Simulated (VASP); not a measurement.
# Mo (P6_3/mmc) in VASP: notebook

Mo is run at these levels: BLYP; tasks: single point.

Program: VASP 6.6.1. These are calculated values, not measurements. Logs are shortened: lines on timing, memory, paths and dates and some standing lists are left out, and cuts for length are marked.

### 1 The cell of the first run

The structure is hexagonal, space group P6_3/mmc (No. 194). Conventional cell: a = 2.791 Å, b = 2.791 Å, c = 4.974 Å, α = 90.00°, β = 90.00°, γ = 120.00°. Within 3.7 Å of Mo (site symmetry -6m2) lie 12 Mo at 2.79 to 2.96 Å.

This isn't the form of Mo at room conditions, which is bcc.

### 2 Single point, BLYP

File INCAR:

```
SYSTEM = Mo
PREC = Accurate
ENCUT = 520
EDIFF = 1E-6
ISMEAR = -1
SIGMA = 0.1
LREAL = .FALSE.
LASPH = .TRUE.
NELM = 100
ALGO = Normal
ISIF = 2
LWAVE = .FALSE.
LCHARG = .FALSE.
GGA = B5
ALDAX = 1.0
AGGAX = 1.0
AGGAC = 1.0
ALDAC = 0.0
NBANDS = 21
```

File KPOINTS:

```
regular mesh
0
G
  13 13 7
  0 0 0
```

File POSCAR:

```
Mo
1.0
    2.7908100670      0.0000000000      0.0000000000
   -1.3954050335      2.4169124152      0.0000000000
    0.0000000000      0.0000000000      4.9744967363
Mo
2
Direct
    0.3333333333      0.6666666667      0.2500000000
    0.6666666667      0.3333333333      0.7500000000
```

Potentials or basis: VASP PAW PBE potentials, release 64 (Mo_sv).

Launch:

```console
> cat potpaw_PBE.64/Mo_sv/POTCAR > POTCAR
> mpirun -np 1 vasp_std > vasp.out
```

OUTCAR:

```text
SYSTEM = Mo
   PREC = Accurate
   ENCUT = 520
   EDIFF = 1E-6
   ISMEAR = -1
   LREAL = .FALSE.
   LASPH = .TRUE.
   NELM = 100
   ISIF = 2
   GGA = B5

 ion  position               nearest neighbor table
   1  0.333  0.667  0.250-   2 2.96   2 2.96   2 2.96   2 2.96   2 2.96   2 2.96
   2  0.667  0.333  0.750-   1 2.96   1 2.96   1 2.96   1 2.96   1 2.96   1 2.96

  LATTYP: Found a hexagonal cell.
 ALAT       =     2.7908100670
 C/A-ratio  =     1.7824562105

  Lattice vectors:

 A1 = (   2.7908100670,   0.0000000000,   0.0000000000)
 A2 = (  -1.3954050335,   2.4169124152,   0.0000000000)
 A3 = (   0.0000000000,   0.0000000000,   4.9744967363)

Analysis of symmetry for initial positions (statically):
=====================================================================
 Subroutine PRICEL returns:
 Original cell was already a primitive cell.

 Routine SETGRP: Setting up the symmetry group for a
 hexagonal supercell.

 Subroutine GETGRP returns: Found 24 space group operations
 (whereof 12 operations were pure point group operations)
 out of a pool of 24 trial point group operations.

The static configuration has the point symmetry D_3d.
 The point group associated with its full space group is D_6h.

Analysis of symmetry for dynamics (positions and initial velocities):
=====================================================================
 Subroutine PRICEL returns:
 Original cell was already a primitive cell.

 Routine SETGRP: Setting up the symmetry group for a
 hexagonal supercell.

 Subroutine GETGRP returns: Found 24 space group operations
 (whereof 12 operations were pure point group operations)
 out of a pool of 24 trial point group operations.

The dynamic configuration has the point symmetry D_3d.
 The point group associated with its full space group is D_6h.

 Subroutine INISYM returns: Found 24 space group operations
 (whereof 12 operations are pure point group operations),
 and found     1 'primitive' translations

----------------------------------------------------------------------------------------

                                     Primitive cell

  volume of cell :      33.5537

  direct lattice vectors                    reciprocal lattice vectors
     2.790810067  0.000000000  0.000000000     0.358318902  0.206875515  0.000000000
    -1.395405033  2.416912415  0.000000000     0.000000000  0.413751029  0.000000000
     0.000000000  0.000000000  4.974496736     0.000000000  0.000000000  0.201025361

  length of vectors
     2.790810067  2.790810067  4.974496736     0.413751030  0.413751029  0.201025361

  position of ions in fractional coordinates (direct lattice)
     0.333333333  0.666666667  0.250000000
     0.666666667  0.333333333  0.750000000

  ion indices of the primitive-cell ions
   primitive index   ion index
                 1           1
                 2           2

----------------------------------------------------------------------------------------

 KPOINTS: regular mesh

Automatic generation of k-mesh.
 Grid dimensions read from file:
 generate k-points for:   13   13    7

 Generating k-lattice:

  Cartesian coordinates                     Fractional coordinates (reciprocal lattice)
     0.027562992  0.015913501  0.000000000     0.076923077  0.000000000  0.000000000
     0.000000000  0.031827002  0.000000000     0.000000000  0.076923077  0.000000000
     0.000000000  0.000000000  0.028717909     0.000000000  0.000000000  0.142857143

  Length of vectors
     0.031827002  0.031827002  0.028717909

  Shift w.r.t. Gamma in fractional coordinates (k-lattice)
     0.000000000  0.000000000  0.000000000

 Subroutine IBZKPT returns following result:
 ===========================================

 Found     84 irreducible k-points:

 Following reciprocal coordinates:
            Coordinates               Weight
  0.000000  0.000000  0.000000      1.000000
  0.076923  0.000000  0.000000      6.000000
  0.153846  0.000000  0.000000      6.000000
  0.230769  0.000000  0.000000      6.000000
  0.307692  0.000000  0.000000      6.000000
  0.384615  0.000000  0.000000      6.000000
[... 16 lines left out ...]
  0.076923  0.000000  0.142857     12.000000
  0.153846  0.000000  0.142857     12.000000
 [... further k-points ...]
   k-points           NKPTS =     84   k-points in BZ     NKDIM =     84   number of bands    NBANDS=     21
   number of dos      NEDOS =    301   number of ions     NIONS =      2
   total plane-waves  NPLWV =  23040
   dimension x,y,z NGX =    24 NGY =   24 NGZ =   40
   dimension x,y,z NGXF=    48 NGYF=   48 NGZF=   80
   ions per type =               2
   NGX,Y,Z   is equivalent  to a cutoff of  14.30, 14.30, 13.37 a.u.
   NGXF,Y,Z  is equivalent  to a cutoff of  28.59, 28.59, 26.74 a.u.
 SYSTEM =  Mo
   PREC   = accura    normal or accurate (medium, high low for compatibility)
   ISTART =      0    job   : 0-new  1-cont  2-samecut
   ICHARG =      2    charge: 1-file 2-atom 10-const
   ISPIN  =      1    spin polarized calculation?
   LNONCOLLINEAR =      F non collinear calculations
   LSORBIT =      F    spin-orbit coupling
   LASPH  =      T    aspherical Exc in radial PAW
   ENCUT  =  520.0 eV  38.22 Ry    6.18 a.u.   5.19  5.19  9.25*2*pi/ulx,y,z
   NELM   =    100;   NELMIN=  2; NELMDL= -5     # of ELM steps
   EDIFF  = 0.1E-05   stopping-criterion for ELM
   LREAL  =      F    real-space projection
   EDIFFG = 0.1E-04   stopping-criterion for IOM
   NSW    =      0    number of steps for IOM
   IBRION =     -1    ionic relax: 0-MD 1-quasi-New 2-CG
   NFREE  =      0    steps in history (QN), initial steepest desc. (CG)
   ISIF   =      2    stress and relaxation
   ISYM   =      2    0-nonsym 1-usesym 2-fastsym
   POTIM  = 0.5000    time-step for ionic-motion
   TEBEG  =    0.0;   TEEND  =   0.0 temperature during run
   PSTRESS=    0.0 pullay stress
   NELECT =      28.0000    total number of electrons
   NUPDOWN=      -1.0000    fix difference up-down
   EMIN   =  10.00;   EMAX   =-10.00  energy-range for DOS
   EFERMI =   0.00;   METHOD = LEGACY
   ISMEAR =    -1;   SIGMA  =   0.10  broadening in eV -4-tet -1-fermi 0-gaus
   EFERMI_NEDOS =   21; number of points for ismear=-14 and -15
   IALGO  =     38    algorithm
   IMIX   =      4    mixing-type and parameters
     AMIX     =   0.40;   BMIX     =  1.00
     AMIX_MAG =   1.60;   BMIX_MAG =  1.00
  volume/ion in A,a.u.               =      16.78       113.22
  Fermi-wavevector in a.u.,A,eV,Ry     =   1.541277  2.912591 32.321117  2.375535
  Thomas-Fermi vector in A             =   2.647246
   LORBIT       =      0    0 simple, 1 ext, 2 COOP (PROOUT), +10 PAW based schemes
   GGA     = B5    functional components
   LHFCALC =     F    Hartree Fock is set to
   AEXX    =    0.0000 exact exchange contribution
   IVDW    =     0    specifies the selected vdW correction
   LEPSILON=     F    determine dielectric tensor
   LRPA    =     F    only Hartree local field effects (RPA)
 non-spin polarized calculation
  energy-cutoff  :      520.00
  volume of cell :       33.55
 maximum number of plane-waves:       917
 NGX is ok and might be reduce to    24
   NGX = 11   NGY = 11   NGZ = 19

 number of electron      28.0000001 magnetization

 Free energy of the ion-electron system (eV)
  ---------------------------------------------------
  ext. energy  EPLUGINS =         0.00000000
  ---------------------------------------------------
  free energy    TOTEN  =       -18.24761021 eV

  energy without entropy =      -18.15246166  energy(sigma->0) =      -18.20003593

 E-fermi :  11.7613     XC(G=0): -12.3363

 val. band max:       11.7590012933   @ k =   0.3846   0.2308   0.0000
 cond. band min:      11.7629461790   @ k =   0.0769   0.0000   0.0000
 fundamental gap:      0.0039448857
 Fermi energy:        11.7613336698

 k-point     1 :       0.0000    0.0000    0.0000
  band No.  band energies     occupation
      1     -48.9303      2.00000
      2     -48.7997      2.00000
      3     -23.5574      2.00000
      4     -22.6518      2.00000
      5     -22.4763      2.00000
      6     -22.4763      2.00000
[... 13 lines left out ...]
     20      14.8646      0.00000
     21      20.7678      0.00000

 k-point     2 :       0.0769    0.0000    0.0000
  band No.  band energies     occupation
      1     -48.9187      2.00000
      2     -48.7914      2.00000
      3     -23.5364      2.00000
      4     -22.6542      2.00000
      5     -22.5432      2.00000
      6     -22.4946      2.00000
[... 13 lines left out ...]
     20      15.6631      0.00000
     21      20.7323      0.00000

 k-point     3 :       0.1538    0.0000    0.0000
  band No.  band energies     occupation
      1     -48.8863      2.00000
      2     -48.7687      2.00000
      3     -23.4763      2.00000
      4     -22.7275      2.00000
      5     -22.6623      2.00000
      6     -22.6376      2.00000
[... 13 lines left out ...]
     20      17.1007      0.00000
     21      20.6137      0.00000

 k-point     4 :       0.2308    0.0000    0.0000
  band No.  band energies     occupation
      1     -48.8394      2.00000
      2     -48.7372      2.00000
      3     -23.3855      2.00000
      4     -22.9842      2.00000
      5     -22.8886      2.00000
      6     -22.6795      2.00000
[... 13 lines left out ...]
     20      18.6348      0.00000
     21      20.4327      0.00000

 k-point     5 :       0.3077    0.0000    0.0000
  band No.  band energies     occupation
      1     -48.7876      2.00000
      2     -48.7051      2.00000
      3     -23.2772      2.00000
      4     -23.2522      2.00000
      5     -23.1458      2.00000
      6     -22.7089      2.00000
[... 13 lines left out ...]
     20      20.0930      0.00000
     21      20.3011      0.00000
[... 382 lines left out ...]
     20      20.2480      0.00000
     21      20.6320      0.00000

 k-point    22 :       0.0000    0.0000    0.1429
  band No.  band energies     occupation
      1     -48.9239      2.00000
      2     -48.8062      2.00000
      3     -23.5146      2.00000
      4     -22.6989      2.00000
      5     -22.4718      2.00000
      6     -22.4718      2.00000
[... 13 lines left out ...]
     20      14.8325      0.00000
     21      21.4165      0.00000

 k-point    23 :       0.0769    0.0000    0.1429
  band No.  band energies     occupation
      1     -48.9125      2.00000
      2     -48.7978      2.00000
      3     -23.4952      2.00000
      4     -22.7026      2.00000
      5     -22.5381      2.00000
      6     -22.4898      2.00000
[... 13 lines left out ...]
     20      15.4306      0.00000
     21      21.4174      0.00000

 k-point    24 :       0.1538    0.0000    0.1429
  band No.  band energies     occupation
      1     -48.8805      2.00000
      2     -48.7745      2.00000
      3     -23.4405      2.00000
      4     -22.7367      2.00000
      5     -22.7135      2.00000
      6     -22.6158      2.00000
[... 13 lines left out ...]
     20      16.5592      0.00000
     21      21.4231      0.00000

 [... further k-points ...]
[... 5 lines left out ...]
  --------------------------------------------------------------------------------------
  -------------------------------------------------------------------------------------
  Total        0.1806695      0.1806695      0.1222055     -0.0000000      0.0000000     -0.0000000
  in kB        8.6269039      8.6269039      5.8352685     -0.0000000      0.0000000     -0.0000000
  external PRESSURE =       7.6963588 kB  Pullay stress =       0.0000000 kB

 VOLUME and BASIS-vectors are now :
 -----------------------------------------------------------------------------
  energy-cutoff  :      520.00
  volume of cell :       33.55
      direct lattice vectors                 reciprocal lattice vectors
     2.790810067  0.000000000  0.000000000     0.358318902  0.206875515  0.000000000
    -1.395405033  2.416912415  0.000000000     0.000000000  0.413751029  0.000000000
     0.000000000  0.000000000  4.974496736     0.000000000  0.000000000  0.201025361

 POSITION                                       TOTAL-FORCE (eV/Angst)
 -----------------------------------------------------------------------------------
     -0.00000      1.61127      1.24362        -0.000000     -0.000000      0.000000
      1.39541      0.80564      3.73087         0.000000      0.000000      0.000000
 -----------------------------------------------------------------------------------
    total drift:                               -0.000000      0.000000     -0.000000

  FREE ENERGIE OF THE ION-ELECTRON SYSTEM (eV)
  ---------------------------------------------------
  free  energy   TOTEN  =       -18.2476102069 eV

  energy  without entropy=      -18.1524616628  energy(sigma->0) =      -18.20003593
```

It took 34 s on 1 thread of AMD EPYC 9R45 (Zen 5), shared host; peak memory 0.16 GiB.

Results:

```yaml
Free_energy: -18.2476 eV
Pressure: 0.8 GPa
Band_gap_on_the_k_mesh: zero (bands 14 and 15 overlap by 1.63 eV)
```

Stress tensor (GPa, compression positive):
```
0.86 0.00 0.00
0.00 0.86 0.00
0.00 0.00 0.58
```

Levels at points of the mesh, in eV from the Fermi level:
```
           k point  band 10  band 11  band 12  band 13  band 14  band 15  band 16  band 17  band 18  band 19
(0.00, 0.00, 0.00)    -4.50    -1.70    -0.63    -0.63    -0.19    -0.19     0.74     1.33     1.33     3.10
```

Caveat: the PAW data sets were made with another functional, which shifts forces and pressure a little.

### 3 Single point, BLYP (14.76 Å³/atom)

This run uses another cell than the first one, of 14.76 Å³/atom.

File INCAR:

```
AGGAC = 1.0
AGGAX = 1.0
ALDAC = 0.0
ALDAX = 1.0
ALGO = Normal
EDIFF = 1E-7
ENCUT = 520
GGA = B5
ISIF = 2
ISMEAR = -1
LASPH = True
LCHARG = True
LELF = True
LREAL = False
LVHAR = True
LWAVE = False
NBANDS = 21
NELM = 100
PREC = Accurate
SIGMA = 0.1
```

File KPOINTS:

```
k-points
0
Gamma
  15 15 7
```

File POSCAR:

```
Mo
1.0
    2.6743885545      0.0000000000      0.0000000000
   -1.3371942772      2.3160884278      0.0000000000
    0.0000000000      0.0000000000      4.7669804882
Mo
2
Direct
    0.3333333333      0.6666666667      0.2500000000
    0.6666666667      0.3333333333      0.7500000000
```

Potentials or basis: VASP PAW PBE potentials, release 64 (Mo_sv).

Launch:

```console
> cat potpaw_PBE.64/Mo_sv/POTCAR > POTCAR
> mpirun -np 1 vasp_std > vasp.out
```

It took 30 s on 1 thread of AMD EPYC 9R45 (Zen 5), shared host; peak memory 0.14 GiB.

It converged, with:

* Free energy: -17.8233 eV
* Pressure: 37.0 GPa
* Band gap on the k mesh: zero (bands 14 and 15 overlap by 2.09 eV)

Stress tensor (GPa, compression positive):
```
39.25  0.00  0.00
 0.00 39.25  0.00
 0.00  0.00 32.49
```

Levels at points of the mesh, in eV from the Fermi level:
| k point | band 11 | band 12 | band 13 | band 14 | band 15 | band 16 | band 17 | band 18 |
| --- | --- | --- | --- | --- | --- | --- | --- | --- |
| (0.00, 0.00, 0.00) | -2.06 | -0.84 | -0.84 | -0.29 | -0.29 | 1.09 | 1.53 | 1.53 |

Caveat: the cell stands under pressure; the PAW data sets were made with another functional, which shifts forces and pressure a little.
